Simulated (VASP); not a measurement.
GaGe2:

```
Ga Ge
1.0
     3.76110    0.00000    0.00000
    -1.88055    3.25721    0.00000
     0.00000    0.00000    4.06099
Ga Ge
1 2
Direct
  0.00000 0.00000 0.00000
  0.33333 0.66667 0.50000
  0.66667 0.33333 0.50000
```

| Quantity | Value |
| --- | --- |
| Program | VASP 6.6.1 |
| Task | relaxation of cell and atoms |
| Functional | r2SCAN |
| Potentials or basis | VASP PAW PBE potentials, release 64 (Ga_d, Ge_d) |
| Cutoff | 600 eV |
| k mesh | 6 × 6 × 4 |
| Occupations | gaussian, width 0.1 eV |
| Spin | no spin polarisation |

At the start: pressure 33.3 GPa; volume 16.58 Å³/atom.

Task: Where does the relaxation end?

Result: Over 8 steps the energy falls by 502.7 meV/atom and the volume is 21.62 Å³/atom (+30.4 %); space group P6/mmm (No. 191, to 0.1 Å) before and after.

The path:
| step | energy change (eV) | largest force (eV/Å) | pressure (GPa) | volume (Å³) |
| --- | --- | --- | --- | --- |
| 1 | 0.0000 | 0.0000 | 33.26 | 49.75 |
| 2 | -1.1619 | 0.0000 | -5.85 | 78.39 |
| 3 | -1.5068 | 0.0000 | 0.01 | 65.53 |
| 4 | -1.5066 | 0.0000 | -0.36 | 65.87 |
| 5 | -1.5074 | 0.0000 | -0.12 | 65.45 |
| 6 | -1.5074 | 0.0000 | 0.17 | 65.02 |
| 7 | -1.5080 | 0.0000 | 0.22 | 64.87 |
| 8 | -1.5080 | 0.0000 | 0.18 | 64.85 |

Final structure:
```cif
data_structure
_symmetry_space_group_name_H-M 'P 1'
_symmetry_Int_Tables_number 1
_cell_length_a 4.2433
_cell_length_b 4.2433
_cell_length_c 4.1589
_cell_angle_alpha 90.000
_cell_angle_beta 90.000
_cell_angle_gamma 120.000
_cell_volume 64.85
loop_
_atom_site_label
_atom_site_type_symbol
_atom_site_fract_x
_atom_site_fract_y
_atom_site_fract_z
_atom_site_occupancy
Ga1 Ga 0.00000 0.00000 0.00000 1
Ge1 Ge 0.33333 0.66667 0.50000 1
Ge2 Ge 0.66667 0.33333 0.50000 1
```

Caveat: the k points lie up to 0.38 Å⁻¹ apart in the final cell, too coarse for converged energies and pressures of a metal; the volume moved by over 15 % at a fixed basis, so the end points are rough; the PAW data sets were made with another functional, which shifts forces and pressure a little.
